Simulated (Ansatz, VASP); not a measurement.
## ZnGe2: VASP beside Ansatz

Contents of INCAR:

```
SYSTEM = ZnGe2
  ALGO = Normal
  EDIFF = 1E-6
  EDIFFG = -0.04
  ENCUT = 600
  GGA = PE
  IBRION = 2
  ISIF = 3
  ISMEAR = 0
  LASPH = .TRUE.
  LCHARG = .FALSE.
  LREAL = .FALSE.
  LWAVE = .FALSE.
  NELM = 60
  NSW = 90
  PREC = Accurate
  SIGMA = 0.1
```

The input KPOINTS:

```
k-points
0
G
  4 4 4
  0 0 0
```

POSCAR

```
ZnGe2
1.0
    0.0000000000      3.6837639808      3.6837639808
    3.6837639808      0.0000000000      3.6837639808
    3.6837639808      3.6837639808      0.0000000000
Zn Ge
2 4
Direct
    0.0000000000      0.0000000000      0.0000000000
    0.2500000000      0.2500000000      0.2500000000
    0.6250000000      0.6250000000      0.6250000000
    0.1250000000      0.6250000000      0.6250000000
    0.6250000000      0.6250000000      0.1250000000
    0.6250000000      0.1250000000      0.6250000000
```

Input for Ansatz:

```yaml
crystal:
  lattice:
    - [0.0, 3.6837639808, 3.6837639808]
    - [3.6837639808, 0.0, 3.6837639808]
    - [3.6837639808, 3.6837639808, 0.0]
  atoms:
    - { symbol: Zn, position: [0.0, 0.0, 0.0] }
    - { symbol: Zn, position: [0.25, 0.25, 0.25] }
    - { symbol: Ge, position: [0.625, 0.625, 0.625] }
    - { symbol: Ge, position: [0.125, 0.625, 0.625] }
    - { symbol: Ge, position: [0.625, 0.625, 0.125] }
    - { symbol: Ge, position: [0.625, 0.125, 0.625] }
basis:
  ecutwfc: 420
kpoints:
  mp_grid: { grid: [4, 4, 4] }
hamiltonian:
  xc: pbe
scf:
  occupations: { method: gaussian, width: 0.1 }
  lower_state_search: "off"
output:
  forces: true
  stress: true
  eigenvalues: true
relax:
  adjacent_minimum: "off"
  f_tol: 0.04
  max_steps: 70
  cell: { stress_tol: 0.4 }
```

Alike in both runs: task relaxation of cell and atoms; functional PBE; k mesh 4 × 4 × 4; occupations gaussian, width 0.1 eV; no spin polarisation.

|  | VASP | Ansatz |
| --- | --- | --- |
| version | VASP 6.6.1 | Ansatz 0.2.0 |
| potentials or method | VASP PAW PBE potentials, release 64 (Zn, Ge_d), cutoff 600 eV | scalar-relativistic, plane waves, PAW |
| valence electrons in the cell | 80 | 80 |

Ansatz gave:

```
gap on the k mesh at the Fermi level, each at its own relaxed structure (eV) : none
relaxed volume (Å³/atom)                                                     : 20.52
relaxed cell length with the largest relative difference (Å)                 : 5.584
```

Q: Estimate VASP's values.

A: gap on the k mesh at the Fermi level, each at its own relaxed structure (eV): none; relaxed volume (Å³/atom): 20.55; relaxed cell length with the largest relative difference (Å): 5.587.

A gap of «none» marks a metal or a gap that the smearing closes.

The k mesh is coarse, so the values compare programs but aren't converged. Noted on VASP's run: the volume moved by over 15 % at a fixed basis, so the end points are rough.
